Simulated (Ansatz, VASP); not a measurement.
# One calculation of Cd, two programs

INCAR

```
SYSTEM = Cd
PREC     = Accurate       ! precision mode
ENCUT    = 520            ! plane-wave cutoff, eV
EDIFF    = 1E-7           ! SCF threshold, eV
ISMEAR   = -1             ! smearing method
SIGMA    = 0.1            ! smearing width, eV
LREAL    = .False.        ! projectors in reciprocal space
LASPH    = .True.         ! aspherical terms in the spheres
NELM     = 60             ! most SCF steps
ALGO     = Normal         ! electronic algorithm
ISIF     = 2              ! what is computed and relaxed
LWAVE    = .False.        ! write WAVECAR
LCHARG   = .False.        ! write CHGCAR
GGA      = RP             ! functional
NBANDS   = 19             ! bands
```

File KPOINTS:

```
Automatic mesh
0
Gamma
  9 9 9
  0 0 0
```

The input POSCAR:

```
Cd
1.0
    0.0000000000      3.5789085431      3.5789085431
    3.5789085431      0.0000000000      3.5789085431
    3.5789085431      3.5789085431      0.0000000000
Cd
2
Direct
    0.1250000000      0.1250000000      0.1250000000
    0.8750000000      0.8750000000      0.8750000000
```

Input for Ansatz:

```yaml
crystal:
  lattice:
    - [0.0, 3.5789085431, 3.5789085431]
    - [3.5789085431, 0.0, 3.5789085431]
    - [3.5789085431, 3.5789085431, 0.0]
  atoms:
    - { symbol: Cd, position: [0.125, 0.125, 0.125] }
    - { symbol: Cd, position: [0.875, 0.875, 0.875] }
hamiltonian:
  xc: rpbe
  pseudopotentials:
    kind: paw
    azcp:
      Cd: "pseudopotentials/Cd.paw.azcp"
basis:
  ecutwfc: 420
  fft_grid_basis: typed
kpoints:
  mp_grid: { grid: [9, 9, 9], shift: [0, 0, 0] }
magnetization:
  spin_polarized: false
scf:
  occupations: { method: fermi_dirac, width: 0.1 }
  lower_state_search: "off"
output:
  stress: true
  write_density: true
  write_potential: true
  elf: true
  volumetric_format: npy
```

Alike in both runs: task single point; functional RPBE; k mesh 9 × 9 × 9; occupations fermi-dirac, width 0.1 eV; no spin polarisation.

|  | VASP | Ansatz |
| --- | --- | --- |
| version | VASP 6.6.1 | Ansatz 0.2.0 |
| potentials or method | VASP PAW PBE potentials, release 64 (Cd), cutoff 520 eV | plane waves (420 eV) with PAW, scalar-relativistic |
| valence electrons in the cell | 24 | 40 |

```tsv
	VASP	Ansatz	Ansatz less VASP
pressure (GPa)	-0.3	-0.4	-0.05
```

VASP's potentials were made for PBE, not for RPBE. The functional is the same, so the differences come from potentials, cutoffs and numerics. VASP's potentials hold 24 valence electrons a cell and Ansatz's 40, so a difference there can come from the potentials and not from the codes.
